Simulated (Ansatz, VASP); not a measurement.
# One calculation of Sb, two programs

```xyz
1
Lattice="-1.8713 1.8713 2.0210 1.8713 -1.8713 2.0210 1.8713 1.8713 -2.0210" Properties=species:S:1:pos:R:3 pbc="T T T"
Sb    0.0000    0.0000    0.0000
```

Change from the starting cell: strain +0.000 along x and y, +0.080 along z, atoms carried along.

Alike in both runs: task single point; functional r2SCAN; k mesh 18 × 18 × 18; occupations gaussian, width 0.15 eV; no spin polarisation.

|  | VASP | Ansatz |
| --- | --- | --- |
| version | VASP 6.6.1 | Ansatz 0.2.0 |
| potentials or method | VASP PAW PBE potentials, release 64 (Sb), cutoff 520 eV | scalar-relativistic, plane waves, PAW |
| valence electrons in the cell | 5 | 15 |

|  | VASP | Ansatz | Ansatz less VASP |
| --- | --- | --- | --- |
| gap on the k mesh at the Fermi level (eV) | none | none | - |
| pressure (GPa) | -2.7 | -2.7 | +0.06 |
| traceless stress, the component that is largest in VASP (GPa) | -1.84 | -1.86 | -0.016 |

VASP's potentials were made for PBE, not for r2SCAN. A gap of «none» marks a metal or a gap that the smearing closes. With one functional, cell and mesh, what is left measures potentials, basis and numerics. VASP's potentials hold 5 valence electrons a cell and Ansatz's 15, so a difference there can come from the potentials and not from the codes.

Spin-orbit coupling is off throughout.
